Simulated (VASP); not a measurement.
A run of VASP 6.6.1 is set up as follows.

The input INCAR:

```
PREC = Accurate ; ENCUT = 520
EDIFF = 1E-6 ; ISMEAR = 0
SIGMA = 0.15 ; LREAL = F
LASPH = T ; NELM = 100
ALGO = Fast ; ISIF = 2
LWAVE = F ; LCHARG = T
GGA = PE ; IVDW = 12
LELF = T ; LVHAR = T
NBANDS = 9
```

The input KPOINTS:

```
regular mesh
0
Gamma
  24 24 12
```

File POSCAR:

```
Be
1.0
    2.2141966284      0.0000000000      0.0000000000
   -1.1070983142      1.9175505292      0.0000000000
    0.0000000000      0.0000000000      3.5001053904
Be
2
Direct
    0.3003501210      0.6425212795      0.2500000000
    0.6996498790      0.3574787205      0.7500000000
```

Potentials or basis: VASP PAW PBE potentials, release 64 (Be).

Launch:

```sh
$ cat potpaw_PBE.64/Be/POTCAR > POTCAR
$ mpirun -np 1 vasp_std > vasp.out
```

**Question.** What does it give for the band gap on the k mesh?

**Answer.** Zero (bands 2 and 3 overlap by 2.17 eV).

**Question.** What does it give for the largest force?

**Answer.** 0.563 eV/Å.

**Question.** Estimate the dispersion energy per atom.

**Answer.** -0.379 eV.

**Question.** What does it give for the pressure?

**Answer.** 0.6 GPa.

Stress tensor (GPa, compression positive):
```
 3.30  2.72  0.00
 2.72 -2.71  0.00
 0.00  0.00  1.22
```

Caveat: the cell differs from its parent crystal (atoms displaced along several vibrational modes); the stress differs along the axes, from -3 to 3 GPa.
